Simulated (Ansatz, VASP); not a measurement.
One calculation of Ga2O3, two programs

```
Ga O
1.0
     6.13901   -1.52373    0.00864
     6.13901    1.52373    0.00864
    -1.38529    0.00000    5.64237
Ga O
4 6
Direct
  0.09045 0.09045 0.79526
  0.90955 0.90955 0.20474
  0.65877 0.65877 0.31441
  0.34123 0.34123 0.68559
  0.16524 0.16524 0.10945
  0.83476 0.83476 0.89055
  0.17324 0.17324 0.56279
  0.82676 0.82676 0.43721
  0.49627 0.49627 0.25596
  0.50373 0.50373 0.74404
```

Alike in both runs: functional PBEsol; k mesh 6 × 6 × 6; no spin polarisation.

Ansatz relaxed the structure, and its values are those at the end. VASP's run is a single point on that final structure, the one shown.

|  | VASP | Ansatz |
| --- | --- | --- |
| version | VASP 6.6.1 | Ansatz 0.2.0 |
| potentials or method | VASP PAW PBE potentials, release 64 (Ga_d, O), cutoff 520 eV | scalar-relativistic, plane waves, PAW |
| occupations | gaussian, width 0.01 eV | fixed |
| valence electrons in the cell | 88 | 88 |

|  | VASP | Ansatz | Ansatz less VASP |
| --- | --- | --- | --- |
| gap on the k mesh at the Fermi level (eV) | 2.24 | 2.24 | +0.004 |
| least direct gap on the mesh (eV) | 2.25 | 2.25 | +0.003 |
| pressure (GPa) | 0.3 | 0.0 | -0.27 |
| rms of the force components (eV/Å) | 0.007 | 0.000 | -0.0070 |

VASP's potentials were made for PBE, not for PBEsol, and Ansatz warns of the same on its side.
